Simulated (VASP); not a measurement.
# PbS in VASP: settings compared, part 2 of 2

VASP 6.6.1.

### 3 Work function, PBE

INCAR reads:

```
PREC = Accurate
ENCUT = 520
EDIFF = 1E-7
ISMEAR = -1
SIGMA = 0.05
LREAL = False
LASPH = True
NELM = 100
ALGO = Normal
ISIF = 2
LWAVE = False
LCHARG = True
LDIPOL = True
IDIPOL = 3
DIPOL = 0.5 0.5 0.500
GGA = PE
LELF = True
LVHAR = True
LVACPOTAV = True
```

KPOINTS reads:

```
Automatic mesh
0
Gamma
  5 5 1
```

POSCAR reads:

```
PbS
1.0
    4.1299564465      0.0000000000      0.0000000000
    0.0572742723      4.1295592873      0.0000000000
    0.0000000000      0.0000000000     29.9031159404
Pb S
4 4
Direct
    0.0260298216      0.0260298216      0.2508099830
    0.5249223974      0.5249223974      0.3576157736
    0.2096805613      0.2096805613      0.6423842264
    0.7085731371      0.7085731371      0.7491900170
    0.5257681466      0.5257681466      0.2656036579
    0.0251840724      0.0251840724      0.3428220987
    0.7094188862      0.7094188862      0.6571779013
    0.2088348121      0.2088348121      0.7343963421
```

Potentials or basis: VASP PAW PBE potentials, release 64 (Pb_d, S).

Command:

```bash
$ cat potpaw_PBE.64/Pb_d/POTCAR potpaw_PBE.64/S/POTCAR > POTCAR
$ mpirun -np 1 vasp_std > vasp.out
```

OUTCAR:

```text
PREC = Accurate
   ENCUT = 520
   EDIFF = 1E-7
   ISMEAR = -1
   LREAL = False
   LASPH = True
   NELM = 100
   ISIF = 2
   GGA = PE

 ion  position               nearest neighbor table
   1  0.026  0.026  0.251-   6 2.75   5 2.93   5 2.93   5 2.97   5 2.98
   2  0.525  0.525  0.358-   5 2.75   6 2.93   6 2.93   6 2.97   6 2.98
   3  0.210  0.210  0.642-   8 2.75   7 2.93   7 2.93   7 2.97   7 2.98
   4  0.709  0.709  0.749-   7 2.75   8 2.93   8 2.93   8 2.97   8 2.98
   5  0.526  0.526  0.266-   2 2.75   1 2.93   1 2.93   1 2.97   1 2.98
   6  0.025  0.025  0.343-   1 2.75   2 2.93   2 2.93   2 2.97   2 2.98
   7  0.709  0.709  0.657-   4 2.75   3 2.93   3 2.93   3 2.97   3 2.98
   8  0.209  0.209  0.734-   3 2.75   4 2.93   4 2.93   4 2.97   4 2.98

  LATTYP: Found a base centered orthorhombic cell.
 ALAT       =     5.7999999999
 B/A-ratio  =     1.0139655172
 C/A-ratio  =     5.1557096449

  Lattice vectors:

 A1 = (  -0.0572742723,  -4.1295592873,   0.0000000000)
 A2 = (   4.1299564465,   0.0000000000,   0.0000000000)
 A3 = (   0.0000000000,   0.0000000000,  29.9031159404)

Analysis of symmetry for initial positions (statically):
=====================================================================
 Subroutine PRICEL returns:
 Original cell was already a primitive cell.

 Routine SETGRP: Setting up the symmetry group for a
 base centered orthorhombic supercell.

 Subroutine GETGRP returns: Found  4 space group operations
 (whereof  2 operations were pure point group operations)
 out of a pool of  8 trial point group operations.

The static configuration has the point symmetry C_1h.
 The point group associated with its full space group is C_2h.

Analysis of symmetry for dynamics (positions and initial velocities):
=====================================================================
 Subroutine PRICEL returns:
 Original cell was already a primitive cell.

 Routine SETGRP: Setting up the symmetry group for a
 base centered orthorhombic supercell.

 Subroutine GETGRP returns: Found  4 space group operations
 (whereof  2 operations were pure point group operations)
 out of a pool of  8 trial point group operations.

The dynamic configuration has the point symmetry C_1h.
[... 127 lines left out ...]
 non-spin polarized calculation
  energy-cutoff  :      520.00
  volume of cell :      509.99
 maximum number of plane-waves:     13757
   NGX = 15   NGY = 15   NGZ =111

 number of electron      80.0000008 magnetization

 dipolmoment           0.000000      0.000000      0.000000 electrons x Angstroem

 Free energy of the ion-electron system (eV)
  ---------------------------------------------------
  ext. energy  EPLUGINS =         0.00000000
  ---------------------------------------------------
  free energy    TOTEN  =       -34.35715552 eV

  energy without entropy =      -34.35715414  energy(sigma->0) =      -34.35715483

 E-fermi :   0.3666     XC(G=0):  -4.6647

 val. band max:       -0.3092651677   @ k =   0.4000  -0.0000   0.0000
 cond. band min:       0.9417554122   @ k =   0.0000   0.0000   0.0000
 fundamental gap:      1.2510205799
 Fermi energy:         0.3666113259

 k-point     1 :       0.0000    0.0000    0.0000
  band No.  band energies     occupation
      1     -16.6638      2.00000
      2     -16.6638      2.00000
      3     -16.5845      2.00000
      4     -16.5845      2.00000
      5     -16.5781      2.00000
      6     -16.5780      2.00000
[... 448 lines left out ...]
     47       4.4114      0.00000
     48       4.4320      0.00000

------------------------ aborting loop because EDIFF is reached ----------------------------------------

  FORCE on cell =-STRESS in cart. coord.  units (eV):
  Direction    XX          YY          ZZ          XY          YZ          ZX
  --------------------------------------------------------------------------------------
  -------------------------------------------------------------------------------------
  Total        2.3925196      2.4236812     -3.0101594     -1.1234003      0.0174648      0.0177086
  in kB        7.5162369      7.6141330     -9.4565878     -3.5292263      0.0548666      0.0556327
  external PRESSURE =       1.8912607 kB  Pullay stress =       0.0000000 kB

 VOLUME and BASIS-vectors are now :
 -----------------------------------------------------------------------------
  energy-cutoff  :      520.00
  volume of cell :      509.99
      direct lattice vectors                 reciprocal lattice vectors
     4.129956446  0.000000000  0.000000000     0.242133304 -0.003358230  0.000000000
     0.057274272  4.129559287  0.000000000     0.000000000  0.242156591  0.000000000
     0.000000000  0.000000000 29.903115940     0.000000000  0.000000000  0.033441331

 POSITION                                       TOTAL-FORCE (eV/Angst)
 -----------------------------------------------------------------------------------
      0.10899      0.10749      7.50000        -0.001069     -0.001054      0.412820
      2.19797      2.16770     10.69383         0.000637      0.000629     -0.413483
      0.87798      0.86589     19.20929        -0.000637     -0.000629      0.413483
      2.96696      2.92609     22.40312         0.001069      0.001054     -0.412820
      2.20151      2.17119      7.94238        -0.002682     -0.002646      0.060229
      0.10545      0.10400     10.25145         0.002679      0.002643     -0.060320
      2.97050      2.92959     19.65167        -0.002679     -0.002643      0.060320
      0.87444      0.86240     21.96074         0.002682      0.002646     -0.060229
 -----------------------------------------------------------------------------------
    total drift:                               -0.000002     -0.000002      0.000012

  FREE ENERGIE OF THE ION-ELECTRON SYSTEM (eV)
  ---------------------------------------------------
  free  energy   TOTEN  =       -34.3571555231 eV

  energy  without entropy=      -34.3571541372  energy(sigma->0) =      -34.35715483

 vacuum level on the upper side and lower side of the slab         3.756         3.756
```

stdout:

```text
POSCAR found type information on POSCAR PbS
 POSCAR found :  2 types and       8 ions
 scaLAPACK will be used
 LDA part: xc-table for (Slater+PW92), standard interpolation
 POSCAR, INCAR and KPOINTS ok, starting setup
 FFT: planning ... GRIDC
 FFT: planning ... GRID_SOFT
 FFT: planning ... GRID
 WAVECAR not read
 entering main loop
 -----------------------------------------------------------------------------
|                                                                             |
|           W    W    AA    RRRRR   N    N  II  N    N   GGGG   !!!           |
|           W    W   A  A   R    R  NN   N  II  NN   N  G    G  !!!           |
|           W    W  A    A  R    R  N N  N  II  N N  N  G       !!!           |
|           W WW W  AAAAAA  RRRRR   N  N N  II  N  N N  G  GGG   !            |
|           WW  WW  A    A  R   R   N   NN  II  N   NN  G    G                |
|           W    W  A    A  R    R  N    N  II  N    N   GGGG   !!!           |
|                                                                             |
|     Did not find any points to average over, which means that no vacuum     |
|     field-free region was found. Please increase the size of  your cell     |
|     in the dimension of the dipole correction to obtain accurate            |
|     workfunction values.                                                    |
|                                                                             |
 -----------------------------------------------------------------------------
```

Wall time 3.2 min (1 thread of AMD EPYC 9R45 (Zen 5), shared host); peak memory 0.55 GiB.

What came out:

- Free energy: -34.3572 eV
- Largest force: 0.413 eV/Å
- Band gap on the k mesh: 1.25 eV (least direct gap 1.27 eV)

Forces on the atoms (eV/Å):
```
Pb  -0.001 -0.001  0.413
Pb   0.001  0.001 -0.413
Pb  -0.001 -0.001  0.413
Pb   0.001  0.001 -0.413
S   -0.003 -0.003  0.060
S    0.003  0.003 -0.060
S   -0.003 -0.003  0.060
S    0.003  0.003 -0.060
```

Caveat: spin-orbit coupling is left out, which moves the levels of the heavy elements.

### 4 Work function, PBEsol

Edit INCAR of step 3 so:

```diff
@@ -15,3 +15,3 @@
 DIPOL = 0.5 0.5 0.500
-GGA = PE
+GGA = PS
 LELF = True
```

KPOINTS is that of step 3.

POSCAR is that of step 3.

Potentials or basis: VASP PAW PBE potentials, release 64 (Pb_d, S).

Command:

```bash
$ cat potpaw_PBE.64/Pb_d/POTCAR potpaw_PBE.64/S/POTCAR > POTCAR
$ mpirun -np 1 vasp_std > vasp.out
```

OUTCAR:

```text
PREC = Accurate
   ENCUT = 520
   EDIFF = 1E-7
   ISMEAR = -1
   LREAL = False
   LASPH = True
   NELM = 100
   ISIF = 2
   GGA = PS

 ion  position               nearest neighbor table
   1  0.026  0.026  0.251-   6 2.75   5 2.93   5 2.93   5 2.97   5 2.98
   2  0.525  0.525  0.358-   5 2.75   6 2.93   6 2.93   6 2.97   6 2.98
   3  0.210  0.210  0.642-   8 2.75   7 2.93   7 2.93   7 2.97   7 2.98
   4  0.709  0.709  0.749-   7 2.75   8 2.93   8 2.93   8 2.97   8 2.98
   5  0.526  0.526  0.266-   2 2.75   1 2.93   1 2.93   1 2.97   1 2.98
   6  0.025  0.025  0.343-   1 2.75   2 2.93   2 2.93   2 2.97   2 2.98
   7  0.709  0.709  0.657-   4 2.75   3 2.93   3 2.93   3 2.97   3 2.98
   8  0.209  0.209  0.734-   3 2.75   4 2.93   4 2.93   4 2.97   4 2.98

  LATTYP: Found a base centered orthorhombic cell.
 ALAT       =     5.7999999999
 B/A-ratio  =     1.0139655172
 C/A-ratio  =     5.1557096449

  Lattice vectors:

 A1 = (  -0.0572742723,  -4.1295592873,   0.0000000000)
 A2 = (   4.1299564465,   0.0000000000,   0.0000000000)
 A3 = (   0.0000000000,   0.0000000000,  29.9031159404)

Analysis of symmetry for initial positions (statically):
=====================================================================
 Subroutine PRICEL returns:
 Original cell was already a primitive cell.
[... 632 lines left out ...]
     47       4.2823      0.00000
     48       4.3190      0.00000

------------------------ aborting loop because EDIFF is reached ----------------------------------------

  FORCE on cell =-STRESS in cart. coord.  units (eV):
  Direction    XX          YY          ZZ          XY          YZ          ZX
  --------------------------------------------------------------------------------------
  -------------------------------------------------------------------------------------
  Total       -1.4029908     -1.3731720     -5.2991381     -1.0749888      0.0174220      0.0176654
  in kB       -4.4075757     -4.3138983    -16.6475451     -3.3771388      0.0547323      0.0554969
  external PRESSURE =      -8.4563397 kB  Pullay stress =       0.0000000 kB

 VOLUME and BASIS-vectors are now :
 -----------------------------------------------------------------------------
  energy-cutoff  :      520.00
  volume of cell :      509.99
      direct lattice vectors                 reciprocal lattice vectors
     4.129956446  0.000000000  0.000000000     0.242133304 -0.003358230  0.000000000
     0.057274272  4.129559287  0.000000000     0.000000000  0.242156591  0.000000000
     0.000000000  0.000000000 29.903115940     0.000000000  0.000000000  0.033441331

 POSITION                                       TOTAL-FORCE (eV/Angst)
 -----------------------------------------------------------------------------------
      0.10899      0.10749      7.50000        -0.000908     -0.000896      0.677334
      2.19797      2.16770     10.69383         0.000484      0.000478     -0.678047
      0.87798      0.86589     19.20929        -0.000484     -0.000478      0.678047
      2.96696      2.92609     22.40312         0.000908      0.000896     -0.677334
      2.20151      2.17119      7.94238        -0.002895     -0.002855      0.189165
      0.10545      0.10400     10.25145         0.002890      0.002850     -0.189238
      2.97050      2.92959     19.65167        -0.002890     -0.002850      0.189238
      0.87444      0.86240     21.96074         0.002895      0.002855     -0.189165
 -----------------------------------------------------------------------------------
    total drift:                               -0.000002     -0.000002      0.000011

  FREE ENERGIE OF THE ION-ELECTRON SYSTEM (eV)
  ---------------------------------------------------
  free  energy   TOTEN  =       -36.8269232931 eV

  energy  without entropy=      -36.8269220222  energy(sigma->0) =      -36.82692266

 vacuum level on the upper side and lower side of the slab         3.744         3.744
```

OSZICAR:

```text
N       E                     dE             d eps       ncg     rms          rms(c)
DAV:   1     0.837348410050E+03    0.83735E+03   -0.33794E+04   896   0.143E+03
DAV:   2     0.772740477310E+02   -0.76007E+03   -0.73762E+03   984   0.387E+02
DAV:   3    -0.334582809757E+02   -0.11073E+03   -0.10712E+03  1160   0.181E+02
DAV:   4    -0.390004052547E+02   -0.55421E+01   -0.55173E+01  1032   0.474E+01
[... 16 lines left out ...]
DAV:  21    -0.368269136526E+02   -0.13440E-04   -0.60230E-07   744   0.415E-03    0.196E-03
DAV:  22    -0.368269198948E+02   -0.62422E-05   -0.25681E-07   752   0.245E-03    0.801E-04
DAV:  23    -0.368269227284E+02   -0.28337E-05   -0.14123E-07   680   0.118E-03    0.402E-04
DAV:  24    -0.368269232240E+02   -0.49561E-06   -0.32930E-08   600   0.942E-04    0.232E-04
DAV:  25    -0.368269232931E+02   -0.69081E-07   -0.15562E-08   584   0.119E-03
   1 F= -.36826923E+02 E0= -.36826923E+02  d E =-.127092E-05
```

stdout:

```text
POSCAR found type information on POSCAR PbS
 POSCAR found :  2 types and       8 ions
 scaLAPACK will be used
 -----------------------------------------------------------------------------
|                                                                             |
[... 23 lines left out ...]
|     field-free region was found. Please increase the size of  your cell     |
|     in the dimension of the dipole correction to obtain accurate            |
|     workfunction values.                                                    |
|                                                                             |
 -----------------------------------------------------------------------------
```

It took 3 min on 1 thread of AMD EPYC 9R45 (Zen 5), shared host; peak memory 0.57 GiB.

What came out:

* Free energy: -36.8269 eV
* Largest force: 0.678 eV/Å
* Band gap on the k mesh: 1.26 eV (least direct gap 1.27 eV)

Forces in eV/Å, atoms in the order of the input:
```
Pb  -0.001 -0.001  0.677
Pb   0.000  0.000 -0.678
Pb   0.000  0.000  0.678
Pb   0.001  0.001 -0.677
S   -0.003 -0.003  0.189
S    0.003  0.003 -0.189
S   -0.003 -0.003  0.189
S    0.003  0.003 -0.189
```

Caveat: the PAW data sets were made with another functional, which shifts forces and pressure a little; spin-orbit coupling is left out, which moves the levels of the heavy elements.

### 5 Work function, RPBE

Edit INCAR of step 4 so:

```diff
@@ -15,3 +15,3 @@
 DIPOL = 0.5 0.5 0.500
-GGA = PS
+GGA = RP
 LELF = True
```

KPOINTS is that of step 4.

POSCAR is that of step 4.

Potentials or basis: VASP PAW PBE potentials, release 64 (Pb_d, S).

Command:

```bash
$ cat potpaw_PBE.64/Pb_d/POTCAR potpaw_PBE.64/S/POTCAR > POTCAR
$ mpirun -np 1 vasp_std > vasp.out
```

OUTCAR:

```text
PREC = Accurate
   ENCUT = 520
   EDIFF = 1E-7
   ISMEAR = -1
   LREAL = False
   LASPH = True
   NELM = 100
   ISIF = 2
   GGA = RP

 ion  position               nearest neighbor table
   1  0.026  0.026  0.251-   6 2.75   5 2.93   5 2.93   5 2.97   5 2.98
   2  0.525  0.525  0.358-   5 2.75   6 2.93   6 2.93   6 2.97   6 2.98
   3  0.210  0.210  0.642-   8 2.75   7 2.93   7 2.93   7 2.97   7 2.98
   4  0.709  0.709  0.749-   7 2.75   8 2.93   8 2.93   8 2.97   8 2.98
   5  0.526  0.526  0.266-   2 2.75   1 2.93   1 2.93   1 2.97   1 2.98
   6  0.025  0.025  0.343-   1 2.75   2 2.93   2 2.93   2 2.97   2 2.98
   7  0.709  0.709  0.657-   4 2.75   3 2.93   3 2.93   3 2.97   3 2.98
   8  0.209  0.209  0.734-   3 2.75   4 2.93   4 2.93   4 2.97   4 2.98

  LATTYP: Found a base centered orthorhombic cell.
 ALAT       =     5.7999999999
[... 659 lines left out ...]
 -----------------------------------------------------------------------------
  energy-cutoff  :      520.00
  volume of cell :      509.99
      direct lattice vectors                 reciprocal lattice vectors
     4.129956446  0.000000000  0.000000000     0.242133304 -0.003358230  0.000000000
     0.057274272  4.129559287  0.000000000     0.000000000  0.242156591  0.000000000
     0.000000000  0.000000000 29.903115940     0.000000000  0.000000000  0.033441331

 POSITION                                       TOTAL-FORCE (eV/Angst)
 -----------------------------------------------------------------------------------
      0.10899      0.10749      7.50000        -0.001123     -0.001108      0.263503
      2.19797      2.16770     10.69383         0.000687      0.000678     -0.264158
      0.87798      0.86589     19.20929        -0.000687     -0.000678      0.264158
      2.96696      2.92609     22.40312         0.001123      0.001108     -0.263503
      2.20151      2.17119      7.94238        -0.002631     -0.002595     -0.014957
      0.10545      0.10400     10.25145         0.002627      0.002591      0.014855
      2.97050      2.92959     19.65167        -0.002627     -0.002591     -0.014855
      0.87444      0.86240     21.96074         0.002631      0.002595      0.014957
 -----------------------------------------------------------------------------------
    total drift:                               -0.000002     -0.000002      0.000012

  FREE ENERGIE OF THE ION-ELECTRON SYSTEM (eV)
  ---------------------------------------------------
  free  energy   TOTEN  =       -31.9622801783 eV

  energy  without entropy=      -31.9622788949  energy(sigma->0) =      -31.96227954

 vacuum level on the upper side and lower side of the slab         3.749         3.749
```

OSZICAR:

```text
N       E                     dE             d eps       ncg     rms          rms(c)
DAV:   1     0.841277494386E+03    0.84128E+03   -0.33807E+04   896   0.143E+03
DAV:   2     0.826678768973E+02   -0.75861E+03   -0.73550E+03   984   0.387E+02
DAV:   3    -0.288983865337E+02   -0.11157E+03   -0.10821E+03  1160   0.181E+02
DAV:   4    -0.345035197607E+02   -0.56051E+01   -0.55816E+01  1032   0.480E+01
[... 17 lines left out ...]
DAV:  22    -0.319622768414E+02   -0.12367E-04   -0.82969E-07   696   0.338E-03    0.504E-04
DAV:  23    -0.319622789887E+02   -0.21474E-05   -0.13118E-07   728   0.177E-03    0.616E-04
DAV:  24    -0.319622800307E+02   -0.10420E-05   -0.62380E-08   584   0.128E-03    0.286E-04
DAV:  25    -0.319622801714E+02   -0.14063E-06   -0.20885E-08   568   0.760E-04    0.170E-04
DAV:  26    -0.319622801783E+02   -0.68858E-08   -0.11374E-08   632   0.612E-04
   1 F= -.31962280E+02 E0= -.31962280E+02  d E =-.128332E-05
```

stdout:

```text
POSCAR found type information on POSCAR PbS
 POSCAR found :  2 types and       8 ions
 scaLAPACK will be used
 -----------------------------------------------------------------------------
|                                                                             |
[... 23 lines left out ...]
|     field-free region was found. Please increase the size of  your cell     |
|     in the dimension of the dipole correction to obtain accurate            |
|     workfunction values.                                                    |
|                                                                             |
 -----------------------------------------------------------------------------
```

Wall time 3.1 min (1 thread of AMD EPYC 9R45 (Zen 5), shared host); peak memory 0.55 GiB.

What came out:

* Free energy: -31.9623 eV
* Largest force: 0.264 eV/Å
* Band gap on the k mesh: 1.25 eV (least direct gap 1.28 eV)

Forces on the atoms (eV/Å):
```
Pb  -0.001 -0.001  0.264
Pb   0.001  0.001 -0.264
Pb  -0.001 -0.001  0.264
Pb   0.001  0.001 -0.264
S   -0.003 -0.003 -0.015
S    0.003  0.003  0.015
S   -0.003 -0.003 -0.015
S    0.003  0.003  0.015
```

Levels at points of the mesh, in eV from the valence-band top:
```tsv
k point	band 37	band 38	band 39	band 40	band 41	band 42	band 43	band 44
(0.00, 0.00, 0.00)	-1.33	-1.33	-0.03	-0.03	1.25	1.34	2.93	3.35
```

Caveat: the PAW data sets were made with another functional, which shifts forces and pressure a little; spin-orbit coupling is left out, which moves the levels of the heavy elements.

### 6 Overview

```csv
level,potentials or basis,gap on the mesh (eV),largest force (eV/Å)
LDA,"VASP PAW LDA potentials, release 64 (Pb_d, S)",1.19,0.82
PBE,"VASP PAW PBE potentials, release 64 (Pb_d, S)",1.25,0.41
PBEsol,"VASP PAW PBE potentials, release 64 (Pb_d, S)",1.26,0.68
RPBE,"VASP PAW PBE potentials, release 64 (Pb_d, S)",1.25,0.26
```

Alike in all rows: task work function; no spin polarisation; cell as given; k mesh 5 × 5 × 1; cutoff (eV) 520; smearing fermi-dirac 0.05 eV.

Caveats: spin-orbit coupling is left out, which moves the levels of the heavy elements; the PAW data sets were made with another functional, which shifts forces and pressure a little (at least some runs).

Absolute energies hang on the potentials; compare differences alone.
